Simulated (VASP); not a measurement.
# Ni3Ge: single point with LDA

Crystal: Ni3Ge.

```xyz
4
Lattice="3.3431 0.0000 0.0000 0.0000 3.3431 0.0000 0.0000 0.0000 3.3431" Properties=species:S:1:pos:R:3 pbc="T T T"
Ni    1.6716    0.0000    1.6716
Ni    0.0000    1.6716    1.6716
Ni    1.6716    1.6716    0.0000
Ge    0.0000    0.0000    0.0000
```

```
Program             : VASP 6.6.1
Task                : single point
Functional          : LDA
Potentials or basis : VASP PAW LDA potentials, release 64 (Ni, Ge_d)
Cutoff              : 520 eV
k mesh              : 12 × 12 × 12
Occupations         : gaussian, width 0.15 eV
Spin                : collinear spin, ferromagnetic start
Starting moments    : [0.25, 0.25, 0.25, 0.0] μB
Fixed moment        : 0.75 μB
```

The pressure is 43.2 GPa, the net moment is 0.75 μB per cell and the site moments are Ni +0.24; Ge +0.01 μB. The valence electrons inside the program's atomic spheres are Ni 9.84; Ge 12.80.

Wall time 95 s on 1 thread of Intel(R) Xeon(R) 6975P-C (Granite Rapids), with other jobs on the host, peak memory 0.26 GiB.

Caveat: the cell stands under pressure; the total moment is fixed, so each spin has its own Fermi level and the state may be an excited one.
